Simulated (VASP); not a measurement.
Set up this calculation in VASP 6.6.1, as the native input.

```yaml
Task: relaxation of cell and atoms
Functional: LDA
Potentials_or_basis: VASP PAW LDA potentials, release 64 (Si)
Cutoff: 600 eV
k_mesh: 12 × 12 × 12
Occupations: fermi-dirac, width 0.05 eV
Spin: no spin polarisation
Dipole_correction: no
Further_INCAR_settings: ALGO = Normal; EDIFF = 1e-06; IBRION = 2; EDIFFG = -0.002; NSW = 100; ISIF = 3
```

The structure of Si lies in POSCAR:

```
Si
1.0
    2.7135600000      2.7135600000      0.0000000000
   -2.7135600000      2.7135600000      0.0000000000
    0.0000000000      2.7135600000      2.7135600000
Si
2
Direct
    0.2500000000      0.7500000000      0.5000000000
    0.0000000000      0.0000000000      0.0000000000
```

These files were run (other wordings do the same):

INCAR

```
SYSTEM = Si
ALGO = Normal
EDIFF = 1E-6
EDIFFG = -0.002
ENCUT = 600
IBRION = 2
ISIF = 3
ISMEAR = -1
LASPH = .TRUE.
LCHARG = .FALSE.
LREAL = .FALSE.
LWAVE = .FALSE.
NELM = 80
NSW = 100
PREC = Accurate
SIGMA = 0.05
```

KPOINTS

```
k-points
0
G
  12 12 12
  0 0 0
```

Potentials or basis: VASP PAW LDA potentials, release 64 (Si).

Launch:

```sh
$ cat potpaw_LDA.64/Si/POTCAR > POTCAR
$ mpirun -np 1 vasp_std > vasp.out
```

Results of the run:

The relaxed volume is 19.72 Å³/atom. The relaxed cell is a = 3.820 Å, b = 3.820 Å, c = 3.820 Å, α = 60.00°, β = 60.00°, γ = 90.00°, the space group after relaxing (to 0.05 Å) is Fd-3m (No. 227) and the energy gained by relaxing is 1.1 meV/atom. The ionic steps are 3. The pressure after relaxing is 0.0 GPa and the band gap on the k mesh is 0.44 eV, indirect (least direct gap 2.53 eV).

It took 33 s on 1 thread of Intel Xeon 6975P-C, on a shared host, peak memory 0.16 GiB.
